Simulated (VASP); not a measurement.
# MgCd3Se4 (I4/mmm) in VASP: further runs

The runs below take MgCd3Se4 through single point, relaxation of cell and atoms, with PBE.

Program: VASP 6.6.1. These are calculated values, not measurements. Logs are shortened: lines on timing, memory, paths and dates and some standing lists are left out, and cuts for length are marked.

## Step 1: The cell of the first run

Symmetry: I4/mmm, No. 139, tetragonal system. Conventional cell: a = 5.868 Å, b = 5.868 Å, c = 11.735 Å, α = 90.00°, β = 90.00°, γ = 90.00°. Within 3.9 Å of Mg (site symmetry 4/mmm) lie 6 Se at 2.93 Å. Cd (site symmetry -4m2) has 6 Se at 2.93 Å within 3.9 Å. Cd (site symmetry 4/mmm) has 6 Se at 2.93 Å within 3.9 Å. Within 3.9 Å of Se (site symmetry mmm) lie 2 Mg at 2.93 Å and 4 Cd at 2.93 Å. Within 3.9 Å of Se (site symmetry 4mm) lie 1 Mg at 2.93 Å and 5 Cd at 2.93 Å.

## Step 2: Single point, PBE

The input, INCAR:

```
ALGO = Normal
EDIFF = 1E-6
ENCUT = 520
GGA = PE
ISIF = 2
ISMEAR = 0
LASPH = True
LCHARG = False
LREAL = False
LWAVE = False
NBANDS = 41
NELM = 80
PREC = Accurate
SIGMA = 0.1
```

The input, KPOINTS:

```
k-points
0
Gamma
  4 4 4
```

The input, POSCAR:

```
MgCd3Se4
1.0
   -2.9338280100      2.9338280100      5.8676560200
    2.9338280100     -2.9338280100      5.8676560200
    2.9338280100      2.9338280100     -5.8676560200
Mg Cd Se
1 3 4
Direct
    0.0000000000      0.0000000000      0.0000000000
    0.7500000000      0.2500000000      0.5000000000
    0.2500000000      0.7500000000      0.5000000000
    0.5000000000      0.5000000000      0.0000000000
    0.5000000000      0.0000000000      0.5000000000
    0.0000000000      0.5000000000      0.5000000000
    0.2500000000      0.2500000000      0.0000000000
    0.7500000000      0.7500000000      0.0000000000
```

Potentials or basis: VASP PAW PBE potentials, release 64 (Mg, Cd, Se).

Command:

```console
$ cat potpaw_PBE.64/Mg/POTCAR potpaw_PBE.64/Cd/POTCAR potpaw_PBE.64/Se/POTCAR > POTCAR
$ mpirun -np 1 vasp_std > vasp.out
```

OUTCAR:

```text
EDIFF = 1E-6
   ENCUT = 520
   GGA = PE
   ISIF = 2
   ISMEAR = 0
   LASPH = True
   LREAL = False
   NELM = 80
   PREC = Accurate

 ion  position               nearest neighbor table
   1  0.000  0.000  0.000-   5 2.93   6 2.93   7 2.93   8 2.93   6 2.93   5 2.93
   2  0.750  0.250  0.500-   5 2.93   6 2.93   7 2.93   8 2.93   8 2.93   7 2.93
   3  0.250  0.750  0.500-   5 2.93   6 2.93   7 2.93   8 2.93   7 2.93   8 2.93
   4  0.500  0.500  0.000-   5 2.93   6 2.93   7 2.93   8 2.93   5 2.93   6 2.93
   5  0.500  0.000  0.500-   1 2.93   2 2.93   3 2.93   4 2.93   4 2.93   1 2.93
   6  0.000  0.500  0.500-   1 2.93   2 2.93   3 2.93   4 2.93   1 2.93   4 2.93
   7  0.250  0.250  0.000-   1 2.93   2 2.93   3 2.93   4 2.93   3 2.93   2 2.93
   8  0.750  0.750  0.000-   1 2.93   2 2.93   3 2.93   4 2.93   2 2.93   3 2.93

  LATTYP: Found a body centered tetragonal cell.
 ALAT       =     5.8676560200
 C/A-ratio  =     2.0000000000

  Lattice vectors:

 A1 = (  -2.9338280100,   2.9338280100,   5.8676560200)
 A2 = (   2.9338280100,  -2.9338280100,   5.8676560200)
 A3 = (   2.9338280100,   2.9338280100,  -5.8676560200)

Analysis of symmetry for initial positions (statically):
=====================================================================
 Subroutine PRICEL returns:
 Original cell was already a primitive cell.

 Routine SETGRP: Setting up the symmetry group for a
 body centered tetragonal supercell.

 Subroutine GETGRP returns: Found 16 space group operations
 (whereof 16 operations were pure point group operations)
 out of a pool of 16 trial point group operations.

The static configuration has the point symmetry D_4h.

Analysis of symmetry for dynamics (positions and initial velocities):
=====================================================================
 Subroutine PRICEL returns:
 Original cell was already a primitive cell.

 Routine SETGRP: Setting up the symmetry group for a
 body centered tetragonal supercell.

 Subroutine GETGRP returns: Found 16 space group operations
 (whereof 16 operations were pure point group operations)
 out of a pool of 16 trial point group operations.

The dynamic configuration has the point symmetry D_4h.

 Subroutine INISYM returns: Found 16 space group operations
 (whereof 16 operations are pure point group operations),
 and found     1 'primitive' translations

----------------------------------------------------------------------------------------

                                     Primitive cell

  volume of cell :     202.0198

  direct lattice vectors                    reciprocal lattice vectors
    -2.933828010  2.933828010  5.867656020     0.000000000  0.170425805  0.085212902
     2.933828010 -2.933828010  5.867656020     0.170425805  0.000000000  0.085212902
     2.933828010  2.933828010 -5.867656020     0.170425805  0.170425805  0.000000000

  length of vectors
     7.186381618  7.186381618  7.186381618     0.190541842  0.190541842  0.241018485

  position of ions in fractional coordinates (direct lattice)
     0.000000000  0.000000000  0.000000000
     0.750000000  0.250000000  0.500000000
     0.250000000  0.750000000  0.500000000
     0.500000000  0.500000000  0.000000000
     0.500000000  0.000000000  0.500000000
     0.000000000  0.500000000  0.500000000
     0.250000000  0.250000000  0.000000000
     0.750000000  0.750000000  0.000000000

  ion indices of the primitive-cell ions
   primitive index   ion index
                 1           1
                 2           2
                 3           3
                 4           4
                 5           5
                 6           6
                 7           7
                 8           8

----------------------------------------------------------------------------------------

 KPOINTS: k-points

Automatic generation of k-mesh.
 Grid dimensions read from file:
 generate k-points for:    4    4    4

 Generating k-lattice:

  Cartesian coordinates                     Fractional coordinates (reciprocal lattice)
     0.000000000  0.042606451  0.021303226     0.250000000  0.000000000  0.000000000
     0.042606451  0.000000000  0.021303226     0.000000000  0.250000000  0.000000000
     0.042606451  0.042606451  0.000000000     0.000000000  0.000000000  0.250000000

  Length of vectors
     0.047635461  0.047635461  0.060254621

  Shift w.r.t. Gamma in fractional coordinates (k-lattice)
     0.000000000  0.000000000  0.000000000

 Subroutine IBZKPT returns following result:
 ===========================================

 Found     13 irreducible k-points:

 Following reciprocal coordinates:
            Coordinates               Weight
  0.000000  0.000000  0.000000      1.000000
  0.250000  0.000000  0.000000      8.000000
  0.500000  0.000000  0.000000      4.000000
  0.250000  0.250000  0.000000      8.000000
  0.500000  0.250000  0.000000     16.000000
 -0.250000  0.250000  0.000000      4.000000
  0.500000  0.500000  0.000000      2.000000
  0.250000  0.250000  0.250000      2.000000
 -0.250000  0.250000  0.250000      4.000000
  0.500000  0.500000  0.250000      4.000000
 -0.250000  0.500000  0.250000      8.000000
 -0.250000 -0.250000  0.250000      2.000000
  0.500000  0.500000  0.500000      1.000000
   k-points           NKPTS =     13   k-points in BZ     NKDIM =     13   number of bands    NBANDS=     41
   number of dos      NEDOS =    301   number of ions     NIONS =      8
   total plane-waves  NPLWV = 157464
   dimension x,y,z NGX =    54 NGY =   54 NGZ =   54
   dimension x,y,z NGXF=   108 NGYF=  108 NGZF=  108
   ions per type =               1   3   4
   NGX,Y,Z   is equivalent  to a cutoff of  12.49, 12.49, 12.49 a.u.
   NGXF,Y,Z  is equivalent  to a cutoff of  24.98, 24.98, 24.98 a.u.
 SYSTEM =  unknown system
   PREC   = accura    normal or accurate (medium, high low for compatibility)
   ISTART =      0    job   : 0-new  1-cont  2-samecut
   ICHARG =      2    charge: 1-file 2-atom 10-const
   ISPIN  =      1    spin polarized calculation?
   LNONCOLLINEAR =      F non collinear calculations
   LSORBIT =      F    spin-orbit coupling
   LASPH  =      T    aspherical Exc in radial PAW
   ENCUT  =  520.0 eV  38.22 Ry    6.18 a.u.  13.36 13.36 13.36*2*pi/ulx,y,z
   NELM   =     80;   NELMIN=  2; NELMDL= -5     # of ELM steps
   EDIFF  = 0.1E-05   stopping-criterion for ELM
   LREAL  =      F    real-space projection
   EDIFFG = 0.1E-04   stopping-criterion for IOM
   NSW    =      0    number of steps for IOM
   IBRION =     -1    ionic relax: 0-MD 1-quasi-New 2-CG
   NFREE  =      0    steps in history (QN), initial steepest desc. (CG)
   ISIF   =      2    stress and relaxation
   ISYM   =      2    0-nonsym 1-usesym 2-fastsym
   POTIM  = 0.5000    time-step for ionic-motion
   TEBEG  =    0.0;   TEEND  =   0.0 temperature during run
   PSTRESS=    0.0 pullay stress
   NELECT =      62.0000    total number of electrons
   NUPDOWN=      -1.0000    fix difference up-down
   EMIN   =  10.00;   EMAX   =-10.00  energy-range for DOS
   EFERMI =   0.00;   METHOD = LEGACY
   ISMEAR =     0;   SIGMA  =   0.10  broadening in eV -4-tet -1-fermi 0-gaus
   EFERMI_NEDOS =   21; number of points for ismear=-14 and -15
   IALGO  =     38    algorithm
   IMIX   =      4    mixing-type and parameters
     AMIX     =   0.40;   BMIX     =  1.00
     AMIX_MAG =   1.60;   BMIX_MAG =  1.00
  volume/ion in A,a.u.               =      25.25       170.41
  Fermi-wavevector in a.u.,A,eV,Ry     =   1.104267  2.086762 16.591020  1.219406
  Thomas-Fermi vector in A             =   2.240737
   LORBIT       =      0    0 simple, 1 ext, 2 COOP (PROOUT), +10 PAW based schemes
   GGA     = PE    functional components
   LHFCALC =     F    Hartree Fock is set to
   AEXX    =    0.0000 exact exchange contribution
   IVDW    =     0    specifies the selected vdW correction
   LEPSILON=     F    determine dielectric tensor
   LRPA    =     F    only Hartree local field effects (RPA)
 non-spin polarized calculation
 Gauss-broadening in eV      SIGMA  =   0.10
  energy-cutoff  :      520.00
  volume of cell :      202.02
 maximum number of plane-waves:      5480
 NGX is ok and might be reduce to    54
   NGX = 27   NGY = 27   NGZ = 27

 number of electron      61.9999996 magnetization

 Free energy of the ion-electron system (eV)
  ---------------------------------------------------
  ext. energy  EPLUGINS =         0.00000000
  ---------------------------------------------------
  free energy    TOTEN  =       -22.73706134 eV

  energy without entropy =      -22.73028237  energy(sigma->0) =      -22.73367186

 E-fermi :   1.7793     XC(G=0):  -9.4373

 val. band max:        1.7467876010   @ k =   0.5000   0.5000   0.0000
 cond. band min:       1.9879932672   @ k =   0.5000   0.5000   0.5000
 fundamental gap:      0.2412056662
 Fermi energy:         1.7792736108

 k-point     1 :       0.0000    0.0000    0.0000
  band No.  band energies     occupation
      1     -10.6835      2.00000
      2      -9.9738      2.00000
      3      -9.9519      2.00000
      4      -9.8415      2.00000
      5      -6.0790      2.00000
      6      -6.0751      2.00000
[... 33 lines left out ...]
     40       8.7298      0.00000
     41       9.1252      0.00000

 k-point     2 :       0.2500    0.0000    0.0000
  band No.  band energies     occupation
      1     -10.5324      2.00000
      2      -9.9761      2.00000
      3      -9.9518      2.00000
      4      -9.8765      2.00000
      5      -6.1003      2.00000
      6      -6.0822      2.00000
[... 33 lines left out ...]
     40       8.4619      0.00000
     41       8.9116      0.00000

 k-point     3 :       0.5000    0.0000    0.0000
  band No.  band energies     occupation
      1     -10.2187      2.00000
      2     -10.1747      2.00000
      3      -9.9534      2.00000
      4      -9.8749      2.00000
      5      -6.1602      2.00000
      6      -6.1031      2.00000
[... 33 lines left out ...]
     40       7.9003      0.00000
     41       8.3649      0.00000

 k-point     4 :       0.2500    0.2500    0.0000
  band No.  band energies     occupation
      1     -10.3443      2.00000
      2      -9.9888      2.00000
      3      -9.9441      2.00000
      4      -9.9378      2.00000
      5      -6.1132      2.00000
      6      -6.1041      2.00000
[... 341 lines left out ...]
     40       7.8204      0.00000
     41       8.4459      0.00000

 k-point    12 :      -0.2500   -0.2500    0.2500
  band No.  band energies     occupation
      1     -10.5628      2.00000
      2     -10.0556      2.00000
      3      -9.9731      2.00000
      4      -9.8922      2.00000
      5      -6.0776      2.00000
      6      -6.0570      2.00000
[... 33 lines left out ...]
     40       9.0612      0.00000
     41       9.4873      0.00000

 k-point    13 :       0.5000    0.5000    0.5000
  band No.  band energies     occupation
      1     -10.3160      2.00000
      2     -10.2523      2.00000
      3     -10.0061      2.00000
      4      -9.9404      2.00000
      5      -6.0686      2.00000
      6      -6.0686      2.00000
[... 33 lines left out ...]
     40       7.6127      0.00000
     41       8.2386      0.00000

------------------------ aborting loop because EDIFF is reached ----------------------------------------

  FORCE on cell =-STRESS in cart. coord.  units (eV):
  Direction    XX          YY          ZZ          XY          YZ          ZX
  --------------------------------------------------------------------------------------
  -------------------------------------------------------------------------------------
  Total       -5.5030066     -5.5030066     -5.3608445      0.0000000      0.0000000      0.0000000
  in kB      -43.6432092    -43.6432092    -42.5157509      0.0000000      0.0000000      0.0000000
  external PRESSURE =     -43.2673897 kB  Pullay stress =       0.0000000 kB

 VOLUME and BASIS-vectors are now :
 -----------------------------------------------------------------------------
  energy-cutoff  :      520.00
  volume of cell :      202.02
      direct lattice vectors                 reciprocal lattice vectors
    -2.933828010  2.933828010  5.867656020     0.000000000  0.170425805  0.085212902
     2.933828010 -2.933828010  5.867656020     0.170425805  0.000000000  0.085212902
     2.933828010  2.933828010 -5.867656020     0.170425805  0.170425805  0.000000000

 POSITION                                       TOTAL-FORCE (eV/Angst)
 -----------------------------------------------------------------------------------
      0.00000      0.00000      0.00000         0.000000      0.000000     -0.000000
     -0.00000      2.93383      2.93383         0.000000      0.000000     -0.000000
      2.93383     -0.00000      2.93383         0.000000      0.000000     -0.000000
      0.00000      0.00000      5.86766         0.000000      0.000000     -0.000000
      0.00000      2.93383      0.00000         0.000000      0.000000     -0.000000
      2.93383      0.00000      0.00000         0.000000      0.000000     -0.000000
      0.00000      0.00000      2.93383        -0.000000     -0.000000     -0.200876
      0.00000      0.00000      8.80148         0.000000      0.000000      0.200876
 -----------------------------------------------------------------------------------
    total drift:                                0.000000      0.000000      0.000000

  FREE ENERGIE OF THE ION-ELECTRON SYSTEM (eV)
  ---------------------------------------------------
  free  energy   TOTEN  =       -22.7370613404 eV

  energy  without entropy=      -22.7302823729  energy(sigma->0) =      -22.73367186
```

Run time: 4.7 min. Hardware: 1 thread of Intel Xeon 8259CL, shared host; peak memory 0.45 GiB.

What came out:

```yaml
Free_energy: -22.7371 eV
Pressure: -4.3 GPa
Largest_force: 0.201 eV/Å
Band_gap_on_the_k_mesh: zero (bands 31 and 32 overlap by 0.39 eV)
```

Forces on the atoms (eV/Å):
```
Mg   0.000  0.000  0.000
Cd   0.000  0.000  0.000
Cd   0.000  0.000  0.000
Cd   0.000  0.000  0.000
Se   0.000  0.000  0.000
Se   0.000  0.000  0.000
Se   0.000  0.000 -0.201
Se   0.000  0.000  0.201
```

Stress tensor (GPa, compression positive):
```
-4.36  0.00  0.00
 0.00 -4.36  0.00
 0.00  0.00 -4.25
```

Caveat: the cell stands under tension; semilocal functionals underestimate gaps, and a narrow one can read as zero.

[end of part 1 of 2]

The gap in the log of VASP goes by the Fermi energy; the results here count the filled bands.